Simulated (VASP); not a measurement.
# GaC18 in VASP: single point with PBE

Aim: the single point of GaC18 with PBE.

Everything below comes from runs of VASP 6.6.1. Logs are shortened: lines on timing, memory, paths and dates and some standing lists are left out, and cuts for length are marked.

### Step 1. The cell of the first run

The cell holds a slab with vacuum, 19 atoms: a = 7.398 Å, b = 7.398 Å, c = 13.000 Å, α = 90.00°, β = 90.00°, γ = 120.00°.

### Step 2. Single point, PBE, collinear spin

INCAR

```
  PREC = Accurate
  ENCUT = 520
  EDIFF = 1E-6
  ISMEAR = -1
  SIGMA = 0.02
  LREAL = Auto
  LASPH = T
  NELM = 150
  ALGO = Normal
  ISIF = 2
  LWAVE = F
  LCHARG = F
  ISPIN = 2
  MAGMOM = 0 0 0 0 0 0 0 0 0 0 0 0 0 0 0 0 0 0 1
  LORBIT = 11
  GGA = PE
  NBANDS = 62
```

KPOINTS

```
regular mesh
0
Gamma
  2 2 1
```

POSCAR

```
GaC18
1.0
    7.3980000000      0.0000000000      0.0000000000
   -3.6990000000      6.4068560000      0.0000000000
    0.0000000000      0.0000000000     13.0000000000
C Ga
18 1
Direct
   -0.0044319149     -0.0086850980      0.0759985572
    0.2173063628      0.1013899045      0.0762366787
   -0.0054205342      0.3241629492      0.0762055534
    0.2164934674      0.4351425753      0.0765179760
   -0.0043935087      0.6579907909      0.0760132789
    0.2173321070      0.7696043277      0.0761724857
    0.3289693432     -0.0086850138      0.0759984717
    0.5511639246      0.1024292964      0.0760099089
    0.3282826921      0.3233421536      0.0765001219
    0.5518714268      0.4351424869      0.0765182101
    0.3282945339      0.6586735845      0.0764899643
    0.5518273682      0.7704324958      0.0764554076
    0.6627743268     -0.0076734349      0.0761773377
    0.8844874908      0.1024290513      0.0760096620
    0.6628053019      0.3241630815      0.0762050615
    0.8845081889      0.4357947243      0.0759899028
    0.6636011336      0.6586729932      0.0764892847
    0.8854943484      0.7696040319      0.0761723001
    0.4401355414      0.5470463996      0.2432248369
```

Potentials or basis: VASP PAW PBE potentials, release 64 (C, Ga_d).

Command:

```bash
cat potpaw_PBE.64/C/POTCAR potpaw_PBE.64/Ga_d/POTCAR > POTCAR
mpirun -np 1 vasp_std > vasp.out
```

OUTCAR:

```text
PREC = Accurate
   ENCUT = 520
   EDIFF = 1E-6
   ISMEAR = -1
   LREAL = Auto
   LASPH = T
   NELM = 150
   ISIF = 2
   ISPIN = 2
   LORBIT = 11
   GGA = PE

 ion  position               nearest neighbor table
   1  0.996  0.991  0.076-  18 1.42   2 1.42  14 1.42
   2  0.217  0.101  0.076-   7 1.42   1 1.42   9 1.42
   3  0.995  0.324  0.076-  16 1.42  14 1.42   4 1.42
   4  0.216  0.435  0.077-   3 1.42  11 1.43   9 1.43
   5  0.996  0.658  0.076-  18 1.42   6 1.42  16 1.42
   6  0.217  0.770  0.076-   7 1.42   5 1.42  11 1.42
[... 10 lines left out ...]
  17  0.664  0.659  0.076-  18 1.42  10 1.43  12 1.43
  18  0.885  0.770  0.076-   1 1.42   5 1.42  17 1.42
  19  0.440  0.547  0.243-

  LATTYP: Found a hexagonal cell.
 ALAT       =     7.3980000000
 C/A-ratio  =     1.7572316842

  Lattice vectors:

 A1 = (   7.3980000000,   0.0000000000,   0.0000000000)
 A2 = (  -3.6990000000,   6.4068560000,   0.0000000000)
 A3 = (   0.0000000000,   0.0000000000,  13.0000000000)

Analysis of symmetry for initial positions (statically):
=====================================================================
 Subroutine PRICEL returns:
 Original cell was already a primitive cell.

 Routine SETGRP: Setting up the symmetry group for a
 hexagonal supercell.

 Subroutine GETGRP returns: Found  2 space group operations
 (whereof  1 operations were pure point group operations)
 out of a pool of 24 trial point group operations.

The static configuration has the point symmetry C_1 .
 The point group associated with its full space group is C_1h.

Analysis of symmetry for dynamics (positions and initial velocities):
=====================================================================
 Subroutine PRICEL returns:
 Original cell was already a primitive cell.

 Routine SETGRP: Setting up the symmetry group for a
 hexagonal supercell.

 Subroutine GETGRP returns: Found  2 space group operations
 (whereof  1 operations were pure point group operations)
 out of a pool of 24 trial point group operations.

The dynamic configuration has the point symmetry C_1 .
 The point group associated with its full space group is C_1h.

Analysis of structural, dynamic, and magnetic symmetry:
=====================================================================
 Subroutine PRICEL returns:
 Original cell was already a primitive cell.

 Routine SETGRP: Setting up the symmetry group for a
 hexagonal supercell.

 Subroutine GETGRP returns: Found  2 space group operations
 (whereof  1 operations were pure point group operations)
 out of a pool of 24 trial point group operations.

The overall configuration has the point symmetry C_1 .
 The point group associated with its full space group is C_1h.

 Subroutine INISYM returns: Found  2 space group operations
 (whereof  1 operations are pure point group operations),
 and found     1 'primitive' translations

----------------------------------------------------------------------------------------

                                     Primitive cell

  volume of cell :     616.1730

  direct lattice vectors                    reciprocal lattice vectors
     7.398000000  0.000000000  0.000000000     0.135171668  0.078041398  0.000000000
    -3.699000000  6.406856000  0.000000000     0.000000000  0.156082796  0.000000000
     0.000000000  0.000000000 13.000000000     0.000000000  0.000000000  0.076923077

  length of vectors
     7.398000000  7.398000054 13.000000000     0.156082797  0.156082796  0.076923077

  position of ions in fractional coordinates (direct lattice)
     0.995568085  0.991314902  0.075998557
     0.217306363  0.101389905  0.076236679
     0.994579466  0.324162949  0.076205553
     0.216493467  0.435142575  0.076517976
     0.995606491  0.657990791  0.076013279
     0.217332107  0.769604328  0.076172486
[... 11 lines left out ...]
     0.885494348  0.769604032  0.076172300
     0.440135541  0.547046400  0.243224837

[... 52 lines left out ...]
  0.000000  0.500000  0.000000      1.000000
   k-points           NKPTS =      3   k-points in BZ     NKDIM =      3   number of bands    NBANDS=     62
   number of dos      NEDOS =    301   number of ions     NIONS =     19
   total plane-waves  NPLWV = 307328
   dimension x,y,z NGX =    56 NGY =   56 NGZ =   98
   dimension x,y,z NGXF=   112 NGYF=  112 NGZF=  196
   ions per type =              18   1
   NGX,Y,Z   is equivalent  to a cutoff of  12.58, 12.58, 12.53 a.u.
   NGXF,Y,Z  is equivalent  to a cutoff of  25.17, 25.17, 25.06 a.u.
 SYSTEM =  unknown system
   PREC   = accura    normal or accurate (medium, high low for compatibility)
   ISTART =      0    job   : 0-new  1-cont  2-samecut
   ICHARG =      2    charge: 1-file 2-atom 10-const
   ISPIN  =      2    spin polarized calculation?
   LNONCOLLINEAR =      F non collinear calculations
   LSORBIT =      F    spin-orbit coupling
   LASPH  =      T    aspherical Exc in radial PAW
   ENCUT  =  520.0 eV  38.22 Ry    6.18 a.u.  13.76 13.76 24.17*2*pi/ulx,y,z
   NELM   =    150;   NELMIN=  2; NELMDL= -5     # of ELM steps
   EDIFF  = 0.1E-05   stopping-criterion for ELM
   LREAL  =      T    real-space projection
   EDIFFG = 0.1E-04   stopping-criterion for IOM
   NSW    =      0    number of steps for IOM
   IBRION =     -1    ionic relax: 0-MD 1-quasi-New 2-CG
   NFREE  =      0    steps in history (QN), initial steepest desc. (CG)
   ISIF   =      2    stress and relaxation
   ISYM   =      2    0-nonsym 1-usesym 2-fastsym
   POTIM  = 0.5000    time-step for ionic-motion
   TEBEG  =    0.0;   TEEND  =   0.0 temperature during run
   PSTRESS=    0.0 pullay stress
   NELECT =      85.0000    total number of electrons
   NUPDOWN=      -1.0000    fix difference up-down
   EMIN   =  10.00;   EMAX   =-10.00  energy-range for DOS
   EFERMI =   0.00;   METHOD = LEGACY
   ISMEAR =    -1;   SIGMA  =   0.02  broadening in eV -4-tet -1-fermi 0-gaus
   EFERMI_NEDOS =   21; number of points for ismear=-14 and -15
   IALGO  =     38    algorithm
   IMIX   =      4    mixing-type and parameters
     AMIX     =   0.40;   BMIX     =  1.00
     AMIX_MAG =   1.60;   BMIX_MAG =  1.00
  volume/ion in A,a.u.               =      32.43       218.85
  Fermi-wavevector in a.u.,A,eV,Ry     =   0.845889  1.598499  9.735362  0.715529
  Thomas-Fermi vector in A             =   1.961149
   LORBIT       =     11    0 simple, 1 ext, 2 COOP (PROOUT), +10 PAW based schemes
   GGA     = PE    functional components
   LHFCALC =     F    Hartree Fock is set to
   AEXX    =    0.0000 exact exchange contribution
   IVDW    =     0    specifies the selected vdW correction
   LEPSILON=     F    determine dielectric tensor
   LRPA    =     F    only Hartree local field effects (RPA)
 spin polarized calculation
  energy-cutoff  :      520.00
  volume of cell :      616.17
 maximum number of plane-waves:     16651
 NGX is ok and might be reduce to    56
   NGX = 27   NGY = 27   NGZ = 49

 number of electron      85.0000002 magnetization       0.0000167

 number of electron      85.0000002 magnetization      -0.0000091

 Free energy of the ion-electron system (eV)
  ---------------------------------------------------
  ext. energy  EPLUGINS =         0.00000000
  ---------------------------------------------------
  free energy    TOTEN  =      -167.37321097 eV

  energy without entropy =     -167.37321097  energy(sigma->0) =     -167.37321097

 E-fermi :  -0.8264     XC(G=0):  -3.8085

 val. band max:       -1.3188110126   @ k =   0.0000   0.0000   0.0000
 cond. band min:       0.1599119420   @ k =   0.0000   0.5000   0.0000
 fundamental gap:      1.4787229547
 Fermi energy:        -0.8263915620

 spin component 1

 k-point     1 :       0.0000    0.0000    0.0000
  band No.  band energies     occupation
      1     -20.8105      1.00000
      2     -18.4319      1.00000
      3     -18.2871      1.00000
      4     -18.2857      1.00000
      5     -18.0778      1.00000
      6     -18.0774      1.00000
[... 160 lines left out ...]
     53       3.5343      0.00000
     54       3.6192      0.00000
 Fermi energy:        -0.8263915620

 spin component 2

 k-point     1 :       0.0000    0.0000    0.0000
  band No.  band energies     occupation
      1     -20.8105      1.00000
      2     -18.4319      1.00000
      3     -18.2871      1.00000
      4     -18.2857      1.00000
      5     -18.0778      1.00000
      6     -18.0774      1.00000
[... 160 lines left out ...]
     53       3.5316      0.00000
     54       3.6203      0.00000
 [bands above 54 left out]

------------------------ aborting loop because EDIFF is reached ----------------------------------------

  FORCE on cell =-STRESS in cart. coord.  units (eV):
  Direction    XX          YY          ZZ          XY          YZ          ZX
  --------------------------------------------------------------------------------------
  -------------------------------------------------------------------------------------
  Total        5.2715871      5.2713628     -0.0675103      0.0000000     -0.0093949      0.0000000
  in kB       13.7072183     13.7066351     -0.1755408      0.0000000     -0.0244286      0.0000000
  external PRESSURE =       9.0794375 kB  Pullay stress =       0.0000000 kB

 VOLUME and BASIS-vectors are now :
 -----------------------------------------------------------------------------
  energy-cutoff  :      520.00
  volume of cell :      616.17
      direct lattice vectors                 reciprocal lattice vectors
     7.398000000  0.000000000  0.000000000     0.135171668  0.078041398  0.000000000
    -3.699000000  6.406856000  0.000000000     0.000000000  0.156082796  0.000000000
     0.000000000  0.000000000 13.000000000     0.000000000  0.000000000  0.076923077

 POSITION                                       TOTAL-FORCE (eV/Angst)
 -----------------------------------------------------------------------------------
      3.69834      6.35121      0.98798         0.004855      0.008548      0.004150
      1.23259      0.64959      0.99108         0.000000      0.007475     -0.011079
      6.15882      2.07687      0.99067         0.003604     -0.002450     -0.005180
     -0.00797      2.78790      0.99473         0.003262     -0.016721     -0.003780
      4.93159      4.21565      0.98817        -0.000000      0.002263     -0.001181
     -1.23894      4.93074      0.99024        -0.002181      0.001350     -0.000003
[... 11 lines left out ...]
      3.70412      4.93074      0.99024         0.002181      0.001350     -0.000003
      1.23260      3.50485      3.16192         0.000000     -0.000427      0.016733
 -----------------------------------------------------------------------------------
    total drift:                                0.030297     -0.020237     -0.000380

  FREE ENERGIE OF THE ION-ELECTRON SYSTEM (eV)
  ---------------------------------------------------
  free  energy   TOTEN  =      -167.3732109730 eV

  energy  without entropy=     -167.3732109730  energy(sigma->0) =     -167.37321097

 total charge

# of ion       s       p       d       tot
------------------------------------------
    1        0.862   1.795   0.000   2.656
    2        0.861   1.801   0.000   2.662
    3        0.861   1.801   0.000   2.662
    4        0.861   1.786   0.000   2.646
    5        0.862   1.795   0.000   2.656
    6        0.861   1.801   0.000   2.662
[... 11 lines left out ...]
   18        0.861   1.801   0.000   2.662
   19        1.219   0.247   9.946  11.412
--------------------------------------------------
tot         16.718  32.537   9.946  59.202

 magnetization (x)

# of ion       s       p       d       tot
------------------------------------------
    1       -0.000   0.000   0.000  -0.000
    2       -0.000   0.000   0.000   0.000
    3       -0.000   0.000   0.000   0.000
    4       -0.000  -0.000   0.000  -0.000
    5       -0.000   0.000   0.000   0.000
    6       -0.000   0.000   0.000   0.000
[... 11 lines left out ...]
   18       -0.000   0.000   0.000   0.000
   19        0.000  -0.000   0.000   0.000
--------------------------------------------------
tot          0.000   0.000   0.000   0.000
```

Wall time 8.8 min (1 thread of Intel Xeon 6975P-C (Granite Rapids), shared host); peak memory 0.9 GiB.

Results:

* Free energy: -167.3732 eV
* Largest force: 0.018 eV/Å
* Net moment: 0.00 μB per cell
* Valence electrons inside the program's atomic spheres: C 2.66, 2.65 (each value once); Ga 11.41

Forces in eV/Å, atoms in the order of the input:
```
C    0.005  0.009  0.004
C    0.000  0.007 -0.011
C    0.004 -0.002 -0.005
C    0.003 -0.017 -0.004
C    0.000  0.002 -0.001
C   -0.002  0.001  0.000
C   -0.005  0.009  0.004
C   -0.006  0.006  0.000
C    0.000 -0.017  0.006
C   -0.003 -0.017 -0.004
C   -0.005  0.003 -0.004
C    0.000  0.000  0.002
C    0.000  0.003 -0.003
C    0.006  0.006  0.000
C   -0.004 -0.002 -0.005
C    0.000  0.005  0.007
C    0.005  0.003 -0.004
C    0.002  0.001  0.000
Ga   0.000  0.000  0.017
```

Levels at points of the mesh, in eV from the Fermi level:
Spin up:
```
           k point  band 39  band 40  band 41  band 42  band 43  band 44  band 45  band 46
(0.00, 0.00, 0.00)    -3.41    -3.41    -0.69    -0.69    -0.49    -0.49     1.69     1.69
(0.50, 0.00, 0.00)    -3.33    -3.09    -2.97    -2.79     0.99     1.22     1.30     1.60
(0.00, 0.50, 0.00)    -3.33    -3.09    -2.97    -2.79     0.99     1.22     1.30     1.60
```
Spin down:
```
           k point  band 40  band 41  band 42  band 43  band 44  band 45
(0.00, 0.00, 0.00)    -3.41    -0.69    -0.69    -0.49    -0.49     1.69
(0.50, 0.00, 0.00)    -3.09    -2.97    -2.79     0.99     1.22     1.30
(0.00, 0.50, 0.00)    -3.09    -2.97    -2.79     0.99     1.22     1.30
```

Caveat: the k points lie up to 0.49 Å⁻¹ apart; there is no dipole correction, which matters where the two faces differ.
